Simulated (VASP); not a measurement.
Runs of VASP 6.6.1 on Li4Ru. The structure is that of space group I4/m (No. 87), or close to it. The cells are those of the table. 

```tsv
task	cell	k mesh	cutoff (eV)	gap on the mesh (eV)	largest force (eV/Å)
single point	a = 4.753 Å, angles 99.2, 99.2, 132.9°, 5 atoms	12 × 12 × 12	520	none	0.01
single point	a = 4.748 Å, angles 99.2, 99.2, 132.9°, 5 atoms	6 × 6 × 6	520	none	-
relaxation of cell and atoms	relaxed from a = 4.236 Å, angles 99.4, 99.4, 132.4°, 5 atoms	6 × 6 × 6	600	none	0.02
single point	a = 4.236 Å, angles 99.4, 99.4, 132.4°, 5 atoms	6 × 6 × 6	520	none	(a)
```

Alike in all rows: level PBE; potentials or basis VASP PAW PBE potentials, release 64 (Li_sv, Ru_pv); no spin polarisation; smearing gaussian 0.1 eV.

Q: Fill in the values left out.

A: (a) 0.09.

Caveats: some runs use coarse meshes.

A k mesh can miss the band edges, and the runs leave out spin-orbit coupling on Ru.

A gap of «none» marks levels without a gap at the run's occupations.
